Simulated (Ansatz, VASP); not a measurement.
## Two plane-wave programs on AlH8

File INCAR:

```
ALGO = Normal
EDIFF = 1E-7
EDIFFG = -0.01
ENCUT = 910
GGA = PE
GGA_COMPAT = False
IBRION = 2
ISIF = 3
ISMEAR = 0
LASPH = True
LCHARG = False
LREAL = False
LWAVE = False
NELM = 120
NELMIN = 4
NSW = 100
PREC = Accurate
SIGMA = 0.1
```

KPOINTS

```
k-points
0
Gamma
  9 9 8
```

File POSCAR:

```
AlH8
1.0
    5.9189003686      0.0000000000      0.0000000000
   -2.9594501843      5.1259180817      0.0000000000
    0.0000000000      0.0000000000      5.4256742557
Al H
1 8
Direct
    0.0000000000      0.0000000000      0.5000000000
    0.8440177310      0.1559822690      0.5000000000
    0.8440177310      0.6880354619      0.5000000000
    0.3119645381      0.1559822690      0.5000000000
    0.0000000000      0.0000000000      0.9309840628
    0.0000000000      0.0000000000      0.0690159372
    0.6666666667      0.3333333333      0.0000000000
    0.3333333333      0.6666666667      0.4310340412
    0.3333333333      0.6666666667      0.5689659588
```

Input for Ansatz:

```yaml
crystal:
  lattice:
    - [5.9189003686, 0.0, 0.0]
    - [-2.9594501843, 5.1259180817, 0.0]
    - [0.0, 0.0, 5.4256742557]
  atoms:
    - { symbol: Al, position: [0.0, 0.0, 0.5] }
    - { symbol: H, position: [0.844017731, 0.155982269, 0.5] }
    - { symbol: H, position: [0.844017731, 0.6880354619, 0.5] }
    - { symbol: H, position: [0.3119645381, 0.155982269, 0.5] }
    - { symbol: H, position: [0.0, 0.0, 0.9309840628] }
    - { symbol: H, position: [0.0, 0.0, 0.0690159372] }
    - { symbol: H, position: [0.6666666667, 0.3333333333, 0.0] }
    - { symbol: H, position: [0.3333333333, 0.6666666667, 0.4310340412] }
    - { symbol: H, position: [0.3333333333, 0.6666666667, 0.5689659588] }
basis:
  ecutwfc: 420
kpoints:
  mp_grid: { grid: [9, 9, 8] }
hamiltonian:
  xc: pbe
scf:
  occupations: { method: gaussian, width: 0.1 }
output:
  forces: true
  stress: true
  eigenvalues: true
  write_density: true
  write_potential: true
  elf: true
  volumetric_format: npy
relax:
  adjacent_minimum: "off"
  f_tol: 0.01
  max_steps: 80
  cell: { stress_tol: 0.05 }
```

Alike in both runs: task relaxation of cell and atoms; functional PBE; k mesh 9 × 9 × 8; occupations gaussian, width 0.1 eV; no spin polarisation.

|  | VASP | Ansatz |
| --- | --- | --- |
| version | VASP 6.6.1 | Ansatz 0.2.0 |
| potentials or method | VASP PAW PBE potentials, release 64 (Al, H_h), cutoff 910 eV | scalar-relativistic, plane waves, PAW |
| valence electrons in the cell | 11 | 11 |

```csv
,VASP,Ansatz,Ansatz less VASP
"gap on the k mesh at the Fermi level, each at its own relaxed structure (eV)",none,none,-
relaxed volume (Å³/atom),18.29,22.70,+4.406
relaxed length of the cell vector where the two differ most in proportion (Å),5.919,6.367,+0.4481
```

A gap of «none» marks a metal or a gap that the smearing closes. One of these differences is far larger than is usual between the two programs; its cause wasn't traced. Ansatz's warnings: xc potential rough in thin density.

Noted on VASP's run: the relaxation stopped at its first step, so nothing moved.
